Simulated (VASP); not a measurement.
The system is Cu.

```
Cu
1.0
     2.53410    0.00000    0.00000
    -1.26705    2.19459    0.00000
     0.00000    0.00000    4.11257
Cu
2
Cartesian
  0.0000 1.4631 1.0281
  1.2671 0.7315 3.0844
```

This isn't the form of Cu at room conditions, which is fcc.

```yaml
Program: VASP 6.6.1
Task: relaxation of cell and atoms
Functional: PBEsol
Dispersion: D3(BJ)
Potentials_or_basis: VASP PAW PBE potentials, release 64 (Cu)
Cutoff: 600 eV
k_mesh: 15 × 15 × 8
Occupations: fermi-dirac, width 0.1 eV
Spin: no spin polarisation
```

At the start: pressure -8.5 GPa; volume 11.44 Å³/atom.

Problem. How do energy, volume and symmetry change on relaxing?

Solution. Over 5 steps the energy falls by 17.3 meV/atom and the volume is 10.86 Å³/atom (-5.0 %); space group P6_3/mmc (No. 194, to 0.1 Å) before and after.

Step by step:
```
step  energy change (eV)  largest force (eV/Å)  pressure (GPa)  volume (Å³)
   1              0.0000                0.0000           -8.46        22.87
   2             -0.0163                0.0000            7.62        20.93
   3             -0.0337                0.0000            0.16        21.70
   4             -0.0346                0.0000            0.06        21.71
   5             -0.0346                0.0000            0.05        21.72
```

Final structure:
```cif
data_structure
_symmetry_space_group_name_H-M 'P 1'
_symmetry_Int_Tables_number 1
_cell_length_a 2.4778
_cell_length_b 2.4778
_cell_length_c 4.0850
_cell_angle_alpha 90.000
_cell_angle_beta 90.000
_cell_angle_gamma 120.000
_cell_volume 21.72
loop_
_atom_site_label
_atom_site_type_symbol
_atom_site_fract_x
_atom_site_fract_y
_atom_site_fract_z
_atom_site_occupancy
Cu1 Cu 0.33333 0.66667 0.25000 1
Cu2 Cu 0.66667 0.33333 0.75000 1
```

Caveat: the PAW data sets were made with another functional, which shifts forces and pressure a little.
